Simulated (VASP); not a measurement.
# MoS2: single point with PBEsol

Crystal: MoS2.

```
Mo S
1.0
     3.14139    0.00000    0.00000
    -1.57069    2.72052    0.00000
     0.00000    0.00000   13.34019
Mo S
2 4
Direct
  0.66667 0.33333 0.25000
  0.33333 0.66667 0.75000
  0.66667 0.33333 0.63309
  0.33333 0.66667 0.36691
  0.66667 0.33333 0.86691
  0.33333 0.66667 0.13309
```

* Program: VASP 6.6.1
* Task: single point
* Functional: PBEsol
* Potentials or basis: VASP PAW PBE potentials, release 64 (Mo_sv, S)
* Cutoff: 520 eV
* k mesh: 12 × 12 × 2
* Occupations: gaussian, width 0.02 eV
* Spin: no spin polarisation
* Dipole correction: no
* Further INCAR settings: ALGO = Normal; EDIFF = 1e-07; NBANDS = 35

| Item | Value |
| --- | --- |
| Pressure | -0.3 GPa |
| Band gap on the k mesh | 1.29 eV (least direct gap 1.77 eV) |

Forces in eV/Å, atoms in the order of the input:
```
Mo   0.000  0.000  0.000
Mo   0.000  0.000  0.000
S    0.000  0.000 -0.002
S    0.000  0.000  0.002
S    0.000  0.000  0.002
S    0.000  0.000 -0.002
```

Stress tensor (GPa, compression positive):
```
-0.12  0.00  0.00
 0.00 -0.12  0.00
 0.00  0.00 -0.53
```

Levels at points of the mesh, in eV from the valence-band top:
```
           k point  band 24  band 25  band 26  band 27  band 28  band 29
(0.00, 0.00, 0.00)    -1.51    -0.83     0.00     2.51     2.51     2.52
(0.50, 0.00, 0.00)    -1.23    -1.06    -1.03     2.02     2.04     2.45
(0.00, 0.00, 0.50)    -1.83    -0.27    -0.27     2.52     2.52     2.52
(0.50, 0.00, 0.50)    -1.26    -1.05    -1.05     2.03     2.03     2.53
```

Run time: 74 s on 1 thread of Intel(R) Xeon(R) 6975P-C (Granite Rapids), on a shared host, peak memory 0.28 GiB.

Caveat: the PAW data sets were made with another functional, which shifts forces and pressure a little; this functional lacks dispersion, which binds layers or chains, so the pressure and a relaxed spacing across them are unreliable. A k mesh can miss the band edges.
